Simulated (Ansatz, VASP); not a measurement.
One calculation of KF, two programs

The input POSCAR:

```
KF
1.0
    0.0000000000      2.5932950000      2.6333975000
    2.5932950000      0.0000000000      2.6333975000
    2.5932950000      2.5932950000      0.0000000000
K F
1 1
Direct
    0.0000000000      0.0000000000      0.0000000000
    0.5000000000      0.5000000000      0.5000000000
```

File INCAR.step1:

```
SYSTEM = KF
  ALGO = Normal
  EDIFF = 1E-4
  ENCUT = 520
  GGA = PE
  ISMEAR = 0
  LASPH = .True.
  LCHARG = .False.
  LREAL = .False.
  LWAVE = .True.
  NBANDS = 15
  NELM = 100
  PREC = Accurate
  SIGMA = 0.05
```

INCAR.step2

```
SYSTEM = KF
  ALGO = Normal
  EDIFF = 1E-7
  ENCUT = 520
  ISIF = 2
  ISMEAR = 0
  ISTART = 1
  LASPH = .True.
  LCHARG = .False.
  LMIXTAU = .True.
  LREAL = .False.
  LWAVE = .False.
  METAGGA = R2SCAN
  NBANDS = 15
  NELM = 100
  PREC = Accurate
  SIGMA = 0.05
```

The input KPOINTS:

```
k-points
0
Gamma
  8 8 8
  0 0 0
```

Input for Ansatz:

```yaml
crystal:
  lattice:
    - [0.0, 2.593295, 2.6333975]
    - [2.593295, 0.0, 2.6333975]
    - [2.593295, 2.593295, 0.0]
  atoms:
    - { symbol: K, position: [0.0, 0.0, 0.0] }
    - { symbol: F, position: [0.5, 0.5, 0.5] }
basis:
  ecutwfc: 500
kpoints:
  mp_grid: { grid: [8, 8, 8] }
hamiltonian:
  xc: r2scan
scf:
  occupations: { method: gaussian, width: 0.05 }
output:
  forces: true
  stress: true
  eigenvalues: true
  write_density: true
  write_potential: true
  elf: true
  volumetric_format: npy
```

Change from the starting cell: strain -0.030 along x and y, -0.015 along z, atoms carried along.

Alike in both runs: task single point; functional r2SCAN; k mesh 8 × 8 × 8; occupations gaussian, width 0.05 eV; no spin polarisation.

|  | VASP | Ansatz |
| --- | --- | --- |
| version | VASP 6.6.1 | Ansatz 0.2.0 |
| potentials or method | VASP PAW PBE potentials, release 64 (K_sv, F), cutoff 520 eV | scalar-relativistic, plane waves, PAW |
| valence electrons in the cell | 16 | 16 |

|  | VASP | Ansatz | Ansatz less VASP |
| --- | --- | --- | --- |
| gap on the k mesh at the Fermi level (eV) | 7.23 | 7.23 | +0.001 |
| least direct gap on the mesh (eV) | 7.23 | 7.23 | +0.001 |
| pressure (GPa) | 2.5 | 2.5 | -0.01 |
| traceless stress, the component that is largest in VASP (GPa) | -0.89 | -0.86 | +0.027 |

VASP's potentials were made for PBE, not for r2SCAN.
